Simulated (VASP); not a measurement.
# InCu2 (P6_3/mmc) in VASP: further runs

InCu2 is run at these levels: LDA; tasks: single point.

Everything below comes from runs of VASP 6.6.1. Logs are shortened: lines on timing, memory, paths and dates and some standing lists are left out, and cuts for length are marked.

## 1. The cell of the first run

The structure is hexagonal, space group P6_3/mmc (No. 194). Conventional cell: a = 4.328 Å, b = 4.328 Å, c = 5.214 Å, α = 90.00°, β = 90.00°, γ = 120.00°. In (site symmetry -6m2) has 11 Cu at 2.50 to 2.82 Å within 3.3 Å. Cu (site symmetry -6m2) has 5 In at 2.50 to 2.61 Å and 6 Cu at 2.82 Å within 3.3 Å. Cu (site symmetry -3m) has 8 Cu at 2.61 to 2.82 Å and 6 In at 2.82 Å within 3.4 Å.

## 2. Single point, LDA

INCAR

```
SYSTEM = InCu2
PREC = Accurate ; ENCUT = 520
EDIFF = 1E-6 ; ISMEAR = -1
SIGMA = 0.05 ; LREAL = .FALSE.
LASPH = .TRUE. ; NELM = 80
ALGO = Normal ; ISIF = 2
LWAVE = .FALSE. ; LCHARG = .TRUE.
GGA = CA ; LELF = .TRUE.
LVHAR = .TRUE. ; NBANDS = 44
```

KPOINTS

```
Automatic mesh
0
G
  9 9 6
  0 0 0
```

POSCAR

```
InCu2
1.0
    4.3283297744      0.0000000000      0.0000000000
   -2.1641648872      3.7484435406      0.0000000000
    0.0000000000      0.0000000000      5.2140339769
In Cu
2 4
Direct
    0.3333333333      0.6666666667      0.7500000000
    0.6666666667      0.3333333333      0.2500000000
    0.3333333333      0.6666666667      0.2500000000
    0.6666666667      0.3333333333      0.7500000000
    0.0000000000      0.0000000000      0.0000000000
    0.0000000000      0.0000000000      0.5000000000
```

Potentials or basis: VASP PAW LDA potentials, release 64 (In_d, Cu).

On the command line:

```sh
$ cat potpaw_LDA.64/In_d/POTCAR potpaw_LDA.64/Cu/POTCAR > POTCAR
$ mpirun -np 1 vasp_std > vasp.out
```

OUTCAR:

```text
SYSTEM = InCu2
   PREC = Accurate
   ENCUT = 520
   EDIFF = 1E-6
   ISMEAR = -1
   LREAL = .FALSE.
   LASPH = .TRUE.
   NELM = 80
   ISIF = 2
   GGA = CA

 ion  position               nearest neighbor table
   1  0.333  0.667  0.750-   4 2.50   4 2.50   4 2.50   3 2.61   3 2.61   5 2.82   6 2.82   6 2.82
                             5 2.82   6 2.82   5 2.82   2 3.61   2 3.61   2 3.61   2 3.61   2 3.61
   2  0.667  0.333  0.250-   3 2.50   3 2.50   3 2.50   4 2.61   4 2.61   5 2.82   6 2.82   5 2.82
                             6 2.82   5 2.82   6 2.82   1 3.61   1 3.61   1 3.61   1 3.61   1 3.61
   3  0.333  0.667  0.250-   2 2.50   2 2.50   2 2.50   1 2.61   1 2.61
   4  0.667  0.333  0.750-   1 2.50   1 2.50   1 2.50   2 2.61   2 2.61
   5  0.000  0.000  0.000-   6 2.61   6 2.61   1 2.82   2 2.82   2 2.82   1 2.82   2 2.82   1 2.82

   6  0.000  0.000  0.500-   5 2.61   5 2.61   1 2.82   2 2.82   2 2.82   1 2.82   2 2.82   1 2.82

  LATTYP: Found a hexagonal cell.
 ALAT       =     4.3283297744
 C/A-ratio  =     1.2046295566

  Lattice vectors:

 A1 = (   4.3283297744,   0.0000000000,   0.0000000000)
 A2 = (  -2.1641648872,   3.7484435406,   0.0000000000)
 A3 = (   0.0000000000,   0.0000000000,   5.2140339769)

Analysis of symmetry for initial positions (statically):
=====================================================================
 Subroutine PRICEL returns:
 Original cell was already a primitive cell.

 Routine SETGRP: Setting up the symmetry group for a
 hexagonal supercell.

 Subroutine GETGRP returns: Found 24 space group operations
 (whereof 12 operations were pure point group operations)
 out of a pool of 24 trial point group operations.

The static configuration has the point symmetry D_3d.
 The point group associated with its full space group is D_6h.

Analysis of symmetry for dynamics (positions and initial velocities):
=====================================================================
 Subroutine PRICEL returns:
 Original cell was already a primitive cell.

 Routine SETGRP: Setting up the symmetry group for a
 hexagonal supercell.

 Subroutine GETGRP returns: Found 24 space group operations
 (whereof 12 operations were pure point group operations)
 out of a pool of 24 trial point group operations.

The dynamic configuration has the point symmetry D_3d.
 The point group associated with its full space group is D_6h.

 Subroutine INISYM returns: Found 24 space group operations
 (whereof 12 operations are pure point group operations),
 and found     1 'primitive' translations

----------------------------------------------------------------------------------------

                                     Primitive cell

  volume of cell :      84.5951

  direct lattice vectors                    reciprocal lattice vectors
     4.328329774  0.000000000  0.000000000     0.231036001  0.133388697  0.000000000
    -2.164164887  3.748443541  0.000000000     0.000000000  0.266777394  0.000000000
     0.000000000  0.000000000  5.214033977     0.000000000  0.000000000  0.191790081

  length of vectors
     4.328329774  4.328329774  5.214033977     0.266777394  0.266777394  0.191790081

  position of ions in fractional coordinates (direct lattice)
     0.333333333  0.666666667  0.750000000
     0.666666667  0.333333333  0.250000000
     0.333333333  0.666666667  0.250000000
     0.666666667  0.333333333  0.750000000
     0.000000000  0.000000000  0.000000000
     0.000000000  0.000000000  0.500000000

  ion indices of the primitive-cell ions
   primitive index   ion index
                 1           1
                 2           2
                 3           3
                 4           4
                 5           5
                 6           6

----------------------------------------------------------------------------------------

 KPOINTS: Automatic mesh

Automatic generation of k-mesh.
 Grid dimensions read from file:
 generate k-points for:    9    9    6

 Generating k-lattice:

  Cartesian coordinates                     Fractional coordinates (reciprocal lattice)
     0.025670667  0.014820966  0.000000000     0.111111111  0.000000000  0.000000000
     0.000000000  0.029641933  0.000000000     0.000000000  0.111111111  0.000000000
     0.000000000  0.000000000  0.031965014     0.000000000  0.000000000  0.166666667

  Length of vectors
     0.029641933  0.029641933  0.031965014

  Shift w.r.t. Gamma in fractional coordinates (k-lattice)
     0.000000000  0.000000000  0.000000000

 Subroutine IBZKPT returns following result:
 ===========================================

 Found     48 irreducible k-points:

 Following reciprocal coordinates:
            Coordinates               Weight
  0.000000  0.000000  0.000000      1.000000
  0.111111 -0.000000  0.000000      6.000000
  0.222222  0.000000  0.000000      6.000000
  0.333333  0.000000  0.000000      6.000000
  0.444444  0.000000  0.000000      6.000000
  0.111111  0.111111  0.000000      6.000000
[... 16 lines left out ...]
  0.333333  0.222222  0.166667     24.000000
  0.333333  0.333333  0.166667      4.000000
 [... further k-points ...]
   k-points           NKPTS =     48   k-points in BZ     NKDIM =     48   number of bands    NBANDS=     44
   number of dos      NEDOS =    301   number of ions     NIONS =      6
   total plane-waves  NPLWV =  40960
   dimension x,y,z NGX =    32 NGY =   32 NGZ =   40
   dimension x,y,z NGXF=    64 NGYF=   64 NGZF=   80
   ions per type =               2   4
   NGX,Y,Z   is equivalent  to a cutoff of  12.29, 12.29, 12.75 a.u.
   NGXF,Y,Z  is equivalent  to a cutoff of  24.58, 24.58, 25.51 a.u.
 SYSTEM =  InCu2
   PREC   = accura    normal or accurate (medium, high low for compatibility)
   ISTART =      0    job   : 0-new  1-cont  2-samecut
   ICHARG =      2    charge: 1-file 2-atom 10-const
   ISPIN  =      1    spin polarized calculation?
   LNONCOLLINEAR =      F non collinear calculations
   LSORBIT =      F    spin-orbit coupling
   LASPH  =      T    aspherical Exc in radial PAW
   ENCUT  =  520.0 eV  38.22 Ry    6.18 a.u.   8.05  8.05  9.69*2*pi/ulx,y,z
   NELM   =     80;   NELMIN=  2; NELMDL= -5     # of ELM steps
   EDIFF  = 0.1E-05   stopping-criterion for ELM
   LREAL  =      F    real-space projection
   EDIFFG = 0.1E-04   stopping-criterion for IOM
   NSW    =      0    number of steps for IOM
   IBRION =     -1    ionic relax: 0-MD 1-quasi-New 2-CG
   NFREE  =      0    steps in history (QN), initial steepest desc. (CG)
   ISIF   =      2    stress and relaxation
   ISYM   =      2    0-nonsym 1-usesym 2-fastsym
   POTIM  = 0.5000    time-step for ionic-motion
   TEBEG  =    0.0;   TEEND  =   0.0 temperature during run
   PSTRESS=    0.0 pullay stress
   NELECT =      70.0000    total number of electrons
   NUPDOWN=      -1.0000    fix difference up-down
   EMIN   =  10.00;   EMAX   =-10.00  energy-range for DOS
   EFERMI =   0.00;   METHOD = LEGACY
   ISMEAR =    -1;   SIGMA  =   0.05  broadening in eV -4-tet -1-fermi 0-gaus
   EFERMI_NEDOS =   21; number of points for ismear=-14 and -15
   IALGO  =     38    algorithm
   IMIX   =      4    mixing-type and parameters
     AMIX     =   0.40;   BMIX     =  1.00
     AMIX_MAG =   1.60;   BMIX_MAG =  1.00
  volume/ion in A,a.u.               =      14.10        95.15
  Fermi-wavevector in a.u.,A,eV,Ry     =   1.536948  2.904410 32.139799  2.362209
  Thomas-Fermi vector in A             =   2.643525
   LORBIT       =      0    0 simple, 1 ext, 2 COOP (PROOUT), +10 PAW based schemes
   GGA     = CA    functional components
   LHFCALC =     F    Hartree Fock is set to
   AEXX    =    0.0000 exact exchange contribution
   IVDW    =     0    specifies the selected vdW correction
   LEPSILON=     F    determine dielectric tensor
   LRPA    =     F    only Hartree local field effects (RPA)
 non-spin polarized calculation
  energy-cutoff  :      520.00
  volume of cell :       84.60
 maximum number of plane-waves:      2292
   NGX = 17   NGY = 17   NGZ = 19

 number of electron      70.0000011 magnetization

 Free energy of the ion-electron system (eV)
  ---------------------------------------------------
  ext. energy  EPLUGINS =         0.00000000
  ---------------------------------------------------
  free energy    TOTEN  =       -24.87681375 eV

  energy without entropy =      -24.86368581  energy(sigma->0) =      -24.87024978

 E-fermi :   9.5962     XC(G=0): -12.7261

 val. band max:        9.5892400598   @ k =   0.4444   0.1111   0.3333
 cond. band min:       9.6647441088   @ k =   0.2222   0.0000   0.3333
 fundamental gap:      0.0755040490
 Fermi energy:         9.5962392902

 k-point     1 :       0.0000    0.0000    0.0000
  band No.  band energies     occupation
      1      -5.4293      2.00000
      2      -5.3015      2.00000
      3      -5.3013      2.00000
      4      -5.3013      2.00000
      5      -5.2708      2.00000
      6      -5.2708      2.00000
[... 36 lines left out ...]
     43      16.2348      0.00000
     44      16.4234      0.00000

 k-point     2 :       0.1111   -0.0000    0.0000
  band No.  band energies     occupation
      1      -5.4260      2.00000
      2      -5.3112      2.00000
      3      -5.3059      2.00000
      4      -5.2991      2.00000
      5      -5.2705      2.00000
      6      -5.2699      2.00000
[... 36 lines left out ...]
     43      15.5238      0.00000
     44      15.8080      0.00000

 k-point     3 :       0.2222    0.0000    0.0000
  band No.  band energies     occupation
      1      -5.4200      2.00000
      2      -5.3293      2.00000
      3      -5.3171      2.00000
      4      -5.2966      2.00000
      5      -5.2647      2.00000
      6      -5.2645      2.00000
[... 36 lines left out ...]
     43      15.4284      0.00000
     44      15.9982      0.00000

 k-point     4 :       0.3333    0.0000    0.0000
  band No.  band energies     occupation
      1      -5.4203      2.00000
      2      -5.3382      2.00000
      3      -5.3289      2.00000
      4      -5.3001      2.00000
      5      -5.2608      2.00000
      6      -5.2558      2.00000
[... 882 lines left out ...]
     43      16.9866      0.00000
     44      20.0022      0.00000

 k-point    23 :       0.3333    0.2222    0.1667
  band No.  band energies     occupation
      1      -5.3792      2.00000
      2      -5.3584      2.00000
      3      -5.3406      2.00000
      4      -5.3049      2.00000
      5      -5.2458      2.00000
      6      -5.2311      2.00000
[... 36 lines left out ...]
     43      17.9978      0.00000
     44      18.6372      0.00000

 k-point    24 :       0.3333    0.3333    0.1667
  band No.  band energies     occupation
      1      -5.3652      2.00000
      2      -5.3538      2.00000
      3      -5.3538      2.00000
      4      -5.3187      2.00000
      5      -5.2297      2.00000
      6      -5.2297      2.00000
[... 36 lines left out ...]
     43      18.4857      0.00000
     44      18.9315      0.00000

 [... further k-points ...]

------------------------ aborting loop because EDIFF is reached ----------------------------------------

  FORCE on cell =-STRESS in cart. coord.  units (eV):
  Direction    XX          YY          ZZ          XY          YZ          ZX
  --------------------------------------------------------------------------------------
  -------------------------------------------------------------------------------------
  Total        0.3540539      0.3540539      0.3302763      0.0000000      0.0000000      0.0000000
  in kB        6.7055554      6.7055554      6.2552228      0.0000000      0.0000000      0.0000000
  external PRESSURE =       6.5554445 kB  Pullay stress =       0.0000000 kB

 VOLUME and BASIS-vectors are now :
 -----------------------------------------------------------------------------
  energy-cutoff  :      520.00
  volume of cell :       84.60
      direct lattice vectors                 reciprocal lattice vectors
     4.328329774  0.000000000  0.000000000     0.231036001  0.133388697  0.000000000
    -2.164164887  3.748443541  0.000000000     0.000000000  0.266777394  0.000000000
     0.000000000  0.000000000  5.214033977     0.000000000  0.000000000  0.191790081

 POSITION                                       TOTAL-FORCE (eV/Angst)
 -----------------------------------------------------------------------------------
     -0.00000      2.49896      3.91053         0.000000     -0.000000      0.000000
      2.16416      1.24948      1.30351        -0.000000      0.000000      0.000000
     -0.00000      2.49896      1.30351         0.000000      0.000000      0.000000
      2.16416      1.24948      3.91053        -0.000000     -0.000000      0.000000
      0.00000      0.00000      0.00000        -0.000000     -0.000000      0.000000
      0.00000      0.00000      2.60702        -0.000000     -0.000000      0.000000
 -----------------------------------------------------------------------------------
    total drift:                               -0.000000      0.000000      0.000000

  FREE ENERGIE OF THE ION-ELECTRON SYSTEM (eV)
  ---------------------------------------------------
  free  energy   TOTEN  =       -24.8768137452 eV

  energy  without entropy=      -24.8636858115  energy(sigma->0) =      -24.87024978
```

Run time: 5.5 min. Hardware: 1 thread of Oxide Virtual Turin-like, shared host; peak memory 0.22 GiB.

What came out:

| Item | Value |
| --- | --- |
| Free energy | -24.8768 eV |
| Pressure | 0.7 GPa |
| Band gap on the k mesh | zero (band 35 reaches 12.44 eV, above the bottom of band 36 at 7.35 eV) |

Levels at points of the mesh, in eV from the Fermi level:
```csv
k point,band 33,band 34,band 35,band 36,band 37,band 38
"(0.00, 0.00, 0.00)",-1.76,1.64,1.64,1.92,1.92,2.15
"(0.00, 0.00, 0.50)",2.61,2.61,2.85,2.85,2.85,2.85
```

Caveat: spin-orbit coupling is left out, which moves the levels of the heavy elements.

(Part 1 of 2 ends here.)
